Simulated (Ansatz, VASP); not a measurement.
One calculation of PbS, two programs

```
CELL_PARAMETERS angstrom
0.00000 2.96500 2.96500
2.96500 0.00000 2.96500
2.96500 2.96500 0.00000
ATOMIC_POSITIONS crystal
Pb 0.50000 0.50000 0.50000
S 0.00000 0.00000 0.00000
```

Alike in both runs: task single point; functional PBE; k mesh 4 × 4 × 4; occupations gaussian, width 0.05 eV; no spin polarisation.

|  | VASP | Ansatz |
| --- | --- | --- |
| version | VASP 6.6.1 | Ansatz 0.2.0 |
| potentials or method | VASP PAW PBE potentials, release 64 (Pb_d, S), cutoff 520 eV | scalar-relativistic, plane waves, PAW |
| valence electrons in the cell | 20 | 20 |

```tsv
	VASP	Ansatz	Ansatz less VASP
gap on the k mesh at the Fermi level (eV)	0.36	0.35	-0.007
least direct gap on the mesh (eV)	0.36	0.35	-0.007
pressure (GPa)	2.3	2.4	+0.09
```

The k mesh is coarse, so the values compare programs but aren't converged. Spin-orbit coupling is off throughout.
